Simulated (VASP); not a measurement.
# GaN (P3m1) in VASP: single point with PBE

Aim: the single point of GaN with PBE.

Everything below comes from runs of VASP 6.6.1. Logs are shortened: lines on timing, memory, paths and dates and some standing lists are left out, and cuts for length are marked.

**1. The cell of the first run**

It takes space group P3m1 (No. 156, trigonal). The conventional cell has a = 3.218 Å, b = 3.218 Å, c = 10.336 Å, α = 90.00°, β = 90.00°, γ = 120.00°. Within 2.6 Å of Ga (site symmetry 3m) lie 4 N at 1.97 to 1.98 Å. Ga (site symmetry 3m) has 4 N at 1.97 to 1.98 Å within 2.6 Å. Ga (site symmetry 3m) has 4 N at 1.83 to 1.97 Å within 2.4 Å. Within 2.6 Å of Ga (site symmetry 3m) lie 4 N at 1.97 to 1.98 Å. N (site symmetry 3m) has 4 Ga at 1.97 to 1.98 Å within 2.6 Å. N (site symmetry 3m) has 4 Ga at 1.97 to 1.98 Å within 2.6 Å. N (site symmetry 3m) has 4 Ga at 1.83 to 1.97 Å within 2.4 Å. Within 2.6 Å of N (site symmetry 3m) lie 4 Ga at 1.97 to 1.98 Å.

**2. Single point, PBE (the distance across one plane changed)**

The input, INCAR:

```
SYSTEM = GaN
PREC = Accurate ; ENCUT = 520
EDIFF = 1E-6 ; ISMEAR = 0
SIGMA = 0.05 ; LREAL = .FALSE.
LASPH = .TRUE. ; NELM = 60
ALGO = Normal ; ISIF = 2
LWAVE = .FALSE. ; LCHARG = .TRUE.
GGA = PE ; LELF = .TRUE.
LVHAR = .TRUE. ; NBANDS = 46
```

The input, KPOINTS:

```
Automatic mesh
0
G
  10 10 3
  0 0 0
```

The input, POSCAR:

```
GaN
1.0
   -3.2184289111      0.0000000000      0.0000000000
   -1.6092144555     -2.7872411973      0.0000000000
    0.0000000000      0.0000000000     10.3360608832
Ga N
4 4
Direct
    0.3333333333      0.3333333333      0.1580770895
    0.3333333333      0.3333333333      0.6653332387
    0.6666666667      0.6666666667      0.9189613133
    0.6666666667      0.6666666667      0.4117051641
    0.3333333333      0.3333333333      0.8564352089
    0.3333333333      0.3333333333      0.3491790597
    0.6666666667      0.6666666667      0.0955509851
    0.6666666667      0.6666666667      0.6028071343
```

Potentials or basis: VASP PAW PBE potentials, release 64 (Ga_d, N).

Command:

```bash
cat potpaw_PBE.64/Ga_d/POTCAR potpaw_PBE.64/N/POTCAR > POTCAR
mpirun -np 1 vasp_std > vasp.out
```

OUTCAR:

```text
SYSTEM = GaN
   PREC = Accurate
   ENCUT = 520
   EDIFF = 1E-6
   ISMEAR = 0
   LREAL = .FALSE.
   LASPH = .TRUE.
   NELM = 60
   ISIF = 2
   GGA = PE

 ion  position               nearest neighbor table
   1  0.333  0.333  0.158-   7 1.97   7 1.97   7 1.97   6 1.98
   2  0.333  0.333  0.665-   8 1.97   8 1.97   8 1.97   5 1.98
   3  0.667  0.667  0.919-   7 1.83   5 1.97   5 1.97   5 1.97
   4  0.667  0.667  0.412-   6 1.97   6 1.97   6 1.97   8 1.98
   5  0.333  0.333  0.856-   3 1.97   3 1.97   3 1.97   2 1.98
   6  0.333  0.333  0.349-   4 1.97   4 1.97   4 1.97   1 1.98
   7  0.667  0.667  0.096-   3 1.83   1 1.97   1 1.97   1 1.97
   8  0.667  0.667  0.603-   2 1.97   2 1.97   2 1.97   4 1.98

  LATTYP: Found a hexagonal cell.
 ALAT       =     3.2184289111
 C/A-ratio  =     3.2115237492

  Lattice vectors:

 A1 = (   1.6092144555,   2.7872411973,   0.0000000000)
 A2 = (  -3.2184289111,   0.0000000000,   0.0000000000)
 A3 = (   0.0000000000,   0.0000000000,  10.3360608832)

Analysis of symmetry for initial positions (statically):
=====================================================================
 Subroutine PRICEL returns:
 Original cell was already a primitive cell.

 Routine SETGRP: Setting up the symmetry group for a
 hexagonal supercell.

 Subroutine GETGRP returns: Found  6 space group operations
 (whereof  6 operations were pure point group operations)
 out of a pool of 24 trial point group operations.

The static configuration has the point symmetry C_3v.

Analysis of symmetry for dynamics (positions and initial velocities):
=====================================================================
 Subroutine PRICEL returns:
 Original cell was already a primitive cell.

 Routine SETGRP: Setting up the symmetry group for a
 hexagonal supercell.

 Subroutine GETGRP returns: Found  6 space group operations
 (whereof  6 operations were pure point group operations)
 out of a pool of 24 trial point group operations.

The dynamic configuration has the point symmetry C_3v.

 Subroutine INISYM returns: Found  6 space group operations
 (whereof  6 operations are pure point group operations),
 and found     1 'primitive' translations

----------------------------------------------------------------------------------------

[... 100 lines left out ...]
   LSORBIT =      F    spin-orbit coupling
   LASPH  =      T    aspherical Exc in radial PAW
   ENCUT  =  520.0 eV  38.22 Ry    6.18 a.u.   5.98  5.98 19.22*2*pi/ulx,y,z
   NELM   =     60;   NELMIN=  2; NELMDL= -5     # of ELM steps
   EDIFF  = 0.1E-05   stopping-criterion for ELM
   LREAL  =      F    real-space projection
[... 7 lines left out ...]
   TEBEG  =    0.0;   TEEND  =   0.0 temperature during run
   PSTRESS=    0.0 pullay stress
   NELECT =      72.0000    total number of electrons
   NUPDOWN=      -1.0000    fix difference up-down
   EMIN   =  10.00;   EMAX   =-10.00  energy-range for DOS
   EFERMI =   0.00;   METHOD = LEGACY
   ISMEAR =     0;   SIGMA  =   0.05  broadening in eV -4-tet -1-fermi 0-gaus
   EFERMI_NEDOS =   21; number of points for ismear=-14 and -15
   IALGO  =     38    algorithm
   IMIX   =      4    mixing-type and parameters
     AMIX     =   0.40;   BMIX     =  1.00
     AMIX_MAG =   1.60;   BMIX_MAG =  1.00
  volume/ion in A,a.u.               =      11.59        78.21
  Fermi-wavevector in a.u.,A,eV,Ry     =   1.504739  2.843544 30.806845  2.264239
  Thomas-Fermi vector in A             =   2.615679
   LORBIT       =      0    0 simple, 1 ext, 2 COOP (PROOUT), +10 PAW based schemes
   GGA     = PE    functional components
   LHFCALC =     F    Hartree Fock is set to
   AEXX    =    0.0000 exact exchange contribution
   IVDW    =     0    specifies the selected vdW correction
   LEPSILON=     F    determine dielectric tensor
   LRPA    =     F    only Hartree local field effects (RPA)
 non-spin polarized calculation
 Gauss-broadening in eV      SIGMA  =   0.05
  energy-cutoff  :      520.00
  volume of cell :       92.72
 maximum number of plane-waves:      2528
   NGX = 11   NGY = 11   NGZ = 39

 number of electron      71.9999958 magnetization

 Free energy of the ion-electron system (eV)
  ---------------------------------------------------
  ext. energy  EPLUGINS =         0.00000000
  ---------------------------------------------------
  free energy    TOTEN  =       -48.47870595 eV

  energy without entropy =      -48.47870595  energy(sigma->0) =      -48.47870595

 E-fermi :   5.4899     XC(G=0): -11.5890

 val. band max:        5.2188148726   @ k =   0.0000   0.0000   0.0000
 cond. band min:       6.9702190223   @ k =   0.0000   0.0000   0.0000
 fundamental gap:      1.7514041497
 Fermi energy:         5.4898858276

 k-point     1 :       0.0000    0.0000    0.0000
  band No.  band energies     occupation
      1     -10.8770      2.00000
      2     -10.2472      2.00000
      3     -10.0012      2.00000
      4      -9.7164      2.00000
      5      -8.4901      2.00000
      6      -8.4901      2.00000
[... 1165 lines left out ...]
     45      15.1647      0.00000
     46      15.2813      0.00000

 [... further k-points ...]

------------------------ aborting loop because EDIFF is reached ----------------------------------------

  FORCE on cell =-STRESS in cart. coord.  units (eV):
  Direction    XX          YY          ZZ          XY          YZ          ZX
  --------------------------------------------------------------------------------------
  -------------------------------------------------------------------------------------
  Total        0.4024197      0.4024197      4.9698786     -0.0000000      0.0000000      0.0000000
  in kB        6.9537057      6.9537057     85.8781790     -0.0000000      0.0000000      0.0000000
  external PRESSURE =      33.2618635 kB  Pullay stress =       0.0000000 kB

 VOLUME and BASIS-vectors are now :
 -----------------------------------------------------------------------------
  energy-cutoff  :      520.00
  volume of cell :       92.72
      direct lattice vectors                 reciprocal lattice vectors
    -3.218428911  0.000000000  0.000000000    -0.310710607  0.179388852  0.000000000
    -1.609214456 -2.787241197  0.000000000     0.000000000 -0.358777705  0.000000000
     0.000000000  0.000000000 10.336060883     0.000000000  0.000000000  0.096748656

 POSITION                                       TOTAL-FORCE (eV/Angst)
 -----------------------------------------------------------------------------------
     -1.60921     -0.92908      1.63389        -0.000000      0.000000      0.464599
     -1.60921     -0.92908      6.87692        -0.000000      0.000000      0.160073
     -3.21843     -1.85816      9.49844         0.000000      0.000000     -2.399191
     -3.21843     -1.85816      4.25541        -0.000000      0.000000      0.162621
     -1.60921     -0.92908      8.85217        -0.000000     -0.000000     -0.302495
     -1.60921     -0.92908      3.60914         0.000000      0.000000     -0.165703
     -3.21843     -1.85816      0.98762        -0.000000      0.000000      2.236833
     -3.21843     -1.85816      6.23065         0.000000      0.000000     -0.156736
 -----------------------------------------------------------------------------------
    total drift:                               -0.000001     -0.000001      0.000265

  FREE ENERGIE OF THE ION-ELECTRON SYSTEM (eV)
  ---------------------------------------------------
  free  energy   TOTEN  =       -48.4787059494 eV

  energy  without entropy=      -48.4787059494  energy(sigma->0) =      -48.47870595
```

stdout:

```text
POSCAR found type information on POSCAR GaN
 POSCAR found :  2 types and       8 ions
 scaLAPACK will be used
 LDA part: xc-table for (Slater+PW92), standard interpolation
 POSCAR, INCAR and KPOINTS ok, starting setup
 FFT: planning ... GRIDC
 FFT: planning ... GRID_SOFT
 FFT: planning ... GRID
 WAVECAR not read
 entering main loop
```

Wall time 5.3 min (1 thread of Intel Xeon 8259CL, shared host); peak memory 0.27 GiB.

Results:

```
Free energy            : -48.4787 eV
Pressure               : 3.3 GPa
Largest force          : 2.399 eV/Å
Band gap on the k mesh : 1.75 eV
```

Forces on the atoms (eV/Å):
```
Ga   0.000  0.000  0.465
Ga   0.000  0.000  0.160
Ga   0.000  0.000 -2.399
Ga   0.000  0.000  0.163
N    0.000  0.000 -0.302
N    0.000  0.000 -0.166
N    0.000  0.000  2.237
N    0.000  0.000 -0.157
```

Caveat: the cell differs from its parent crystal (the distance across one plane changed); the cell stands under pressure; forces of over 1 eV/Å act on the atoms, so gaps and moduli don't describe the material at rest.
